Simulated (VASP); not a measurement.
# La2O3 (P-3m1) in VASP: a series of runs, part 2 of 2

VASP 6.6.1.

## (3) Single point, r2SCAN (strain +5.4%)

POSCAR

```
La2O3
1.0
    4.1491710648      0.0000000000      0.0000000000
   -2.0745855324      3.5932875468      0.0000000000
    0.0000000000      0.0000000000      6.4594939181
La O
2 3
Direct
    0.6666666667      0.3333333333      0.7421601573
    0.3333333333      0.6666666667      0.2578398427
    0.6666666667      0.3333333333      0.3602734005
    0.3333333333      0.6666666667      0.6397265995
    0.0000000000      0.0000000000      0.0000000000
```

INCAR.step1

```
SYSTEM = La2O3
  PREC = Accurate
  ENCUT = 520
  ISMEAR = 0
  SIGMA = 0.01
  LREAL = .False.
  LASPH = .True.
  NELM = 60
  NBANDS = 28
  GGA = PE
  ALGO = Normal
  EDIFF = 1E-4
  LWAVE = .True.
  LCHARG = .False.
```

INCAR.step2

```
SYSTEM = La2O3
  PREC = Accurate
  ENCUT = 520
  EDIFF = 1E-6
  ISMEAR = 0
  SIGMA = 0.01
  LREAL = .False.
  LASPH = .True.
  NELM = 60
  ALGO = Normal
  ISIF = 2
  LWAVE = .False.
  LCHARG = .False.
  METAGGA = R2SCAN
  LMIXTAU = .True.
  NBANDS = 28
  ISTART = 1
```

KPOINTS

```
regular mesh
0
Gamma
  12 12 4
  0 0 0
```

Potentials or basis: VASP PAW PBE potentials, release 64 (La, O).

Launch:

```console
$ cat potpaw_PBE.64/La/POTCAR potpaw_PBE.64/O/POTCAR > POTCAR
$ cp INCAR.step1 INCAR
$ mpirun -np 1 vasp_std > vasp.out
$ cp INCAR.step2 INCAR
$ mpirun -np 1 vasp_std > vasp.out
```

OUTCAR:

```text
SYSTEM = La2O3
   PREC = Accurate
   ENCUT = 520
   EDIFF = 1E-6
   ISMEAR = 0
   LREAL = .False.
   LASPH = .True.
   NELM = 60
   ISIF = 2
   METAGGA = R2SCAN
   ISTART = 1

 ion  position               nearest neighbor table
   1  0.667  0.333  0.742-   3 2.47   4 2.49   4 2.49   4 2.49
   2  0.333  0.667  0.258-   4 2.47   3 2.49   3 2.49   3 2.49
   3  0.667  0.333  0.360-   1 2.47   2 2.49   2 2.49   2 2.49
   4  0.333  0.667  0.640-   2 2.47   1 2.49   1 2.49   1 2.49
   5  0.000  0.000  0.000-

  LATTYP: Found a hexagonal cell.
 ALAT       =     4.1491710648
 C/A-ratio  =     1.5568155222

  Lattice vectors:

 A1 = (   4.1491710648,   0.0000000000,   0.0000000000)
 A2 = (  -2.0745855324,   3.5932875468,   0.0000000000)
 A3 = (   0.0000000000,   0.0000000000,   6.4594939181)

Analysis of symmetry for initial positions (statically):
=====================================================================
 Subroutine PRICEL returns:
 Original cell was already a primitive cell.

 Routine SETGRP: Setting up the symmetry group for a
 hexagonal supercell.

 Subroutine GETGRP returns: Found 12 space group operations
 (whereof 12 operations were pure point group operations)
 out of a pool of 24 trial point group operations.

The static configuration has the point symmetry D_3d.

Analysis of symmetry for dynamics (positions and initial velocities):
=====================================================================
 Subroutine PRICEL returns:
 Original cell was already a primitive cell.

 Routine SETGRP: Setting up the symmetry group for a
 hexagonal supercell.

 Subroutine GETGRP returns: Found 12 space group operations
 (whereof 12 operations were pure point group operations)
 out of a pool of 24 trial point group operations.

The dynamic configuration has the point symmetry D_3d.
[... 122 lines left out ...]
   IALGO  =     38    algorithm
   IMIX   =      4    mixing-type and parameters
     AMIX     =   0.40;   BMIX     =  1.00
     AMIX_MAG =   1.60;   BMIX_MAG =  1.00
  volume/ion in A,a.u.               =      19.26       129.98
  Fermi-wavevector in a.u.,A,eV,Ry     =   1.221455  2.308216 20.299252  1.491953
  Thomas-Fermi vector in A             =   2.356637
   LORBIT       =      0    0 simple, 1 ext, 2 COOP (PROOUT), +10 PAW based schemes
   METAGGA = R2SCAN    functional components
   LHFCALC =     F    Hartree Fock is set to
   AEXX    =    0.0000 exact exchange contribution
   IVDW    =     0    specifies the selected vdW correction
   LEPSILON=     F    determine dielectric tensor
   LRPA    =     F    only Hartree local field effects (RPA)
 non-spin polarized calculation
 Gauss-broadening in eV      SIGMA  =   0.01
  energy-cutoff  :      520.00
  volume of cell :       96.31
 maximum number of plane-waves:      2623
 NGX is ok and might be reduce to    32
   NGX = 15   NGY = 15   NGZ = 25

 number of electron      39.9999999 magnetization

 Free energy of the ion-electron system (eV)
  ---------------------------------------------------
  ext. energy  EPLUGINS =         0.00000000
  ---------------------------------------------------
  free energy    TOTEN  =       -95.31785207 eV

  energy without entropy =      -95.31785207  energy(sigma->0) =      -95.31785207

 E-fermi :   4.4534     XC(G=0): -10.2458

 val. band max:        4.3738638037   @ k =   0.5000   0.0000   0.5000
 cond. band min:       8.1799351438   @ k =   0.3333   0.3333   0.0000
 fundamental gap:      3.8060713401
 Fermi energy:         4.4533529025

 k-point     1 :       0.0000    0.0000    0.0000
  band No.  band energies     occupation
      1     -27.0819      2.00000
      2     -26.9522      2.00000
      3     -13.2652      2.00000
      4     -12.2849      2.00000
      5     -11.3922      2.00000
      6     -10.1318      2.00000
[... 733 lines left out ...]
     27       9.4283      0.00000
     28       9.5111      0.00000

 [... further k-points ...]

------------------------ aborting loop because EDIFF is reached ----------------------------------------

  FORCE on cell =-STRESS in cart. coord.  units (eV):
  Direction    XX          YY          ZZ          XY          YZ          ZX
  --------------------------------------------------------------------------------------
  -------------------------------------------------------------------------------------
  Total       -9.4909655     -9.4909655     -7.2140403      0.0000000      0.0000000      0.0000000
  in kB     -157.8952876   -157.8952876   -120.0154997      0.0000000      0.0000000      0.0000000
  external PRESSURE =    -145.2686916 kB  Pullay stress =       0.0000000 kB

 VOLUME and BASIS-vectors are now :
 -----------------------------------------------------------------------------
  energy-cutoff  :      520.00
  volume of cell :       96.31
      direct lattice vectors                 reciprocal lattice vectors
     4.149171065  0.000000000  0.000000000     0.241011996  0.139148341  0.000000000
    -2.074585532  3.593287547  0.000000000     0.000000000  0.278296682  0.000000000
     0.000000000  0.000000000  6.459493918     0.000000000  0.000000000  0.154810890

 POSITION                                       TOTAL-FORCE (eV/Angst)
 -----------------------------------------------------------------------------------
      2.07459      1.19776      4.79398        -0.000000      0.000000     -0.014084
     -0.00000      2.39553      1.66551         0.000000     -0.000000      0.014084
      2.07459      1.19776      2.32718         0.000000      0.000000     -0.000650
     -0.00000      2.39553      4.13231         0.000000     -0.000000      0.000650
      0.00000      0.00000      0.00000        -0.000000      0.000000     -0.000000
 -----------------------------------------------------------------------------------
    total drift:                               -0.000000      0.000000      0.000000

  FREE ENERGIE OF THE ION-ELECTRON SYSTEM (eV)
  ---------------------------------------------------
  free  energy   TOTEN  =       -95.3178520734 eV

  energy  without entropy=      -95.3178520734  energy(sigma->0) =      -95.31785207
```

OUTCAR.step1:

```text
SYSTEM = La2O3
   PREC = Accurate
   ENCUT = 520
   ISMEAR = 0
   LREAL = .False.
   LASPH = .True.
[... 978 lines left out ...]
      2.07459      1.19776      2.32718        -0.000000     -0.000000     -0.008032
     -0.00000      2.39553      4.13231         0.000000      0.000000      0.008032
      0.00000      0.00000      0.00000         0.000000      0.000000      0.000000
 -----------------------------------------------------------------------------------
    total drift:                               -0.000000      0.000000      0.000000

  FREE ENERGIE OF THE ION-ELECTRON SYSTEM (eV)
  ---------------------------------------------------
  free  energy   TOTEN  =       -41.2244542120 eV

  energy  without entropy=      -41.2244542120  energy(sigma->0) =      -41.22445421
```

It took 12 min on 1 thread of AMD EPYC 9R45 (Zen 5), shared host; peak memory 0.3 GiB.

Results:

| Item | Value |
| --- | --- |
| Free energy | -95.3179 eV |
| Pressure | -14.5 GPa |
| Largest force | 0.014 eV/Å |
| Band gap on the k mesh | 3.81 eV (least direct gap 4.03 eV) |

Forces on the atoms (eV/Å):
```
La   0.000  0.000 -0.014
La   0.000  0.000  0.014
O    0.000  0.000 -0.001
O    0.000  0.000  0.001
O    0.000  0.000  0.000
```

Caveat: the cell differs from its parent crystal (strain +5.4%); the cell stands under tension; the PAW data sets were made with another functional, which shifts forces and pressure a little; spin-orbit coupling is left out, which moves the levels of the heavy elements.
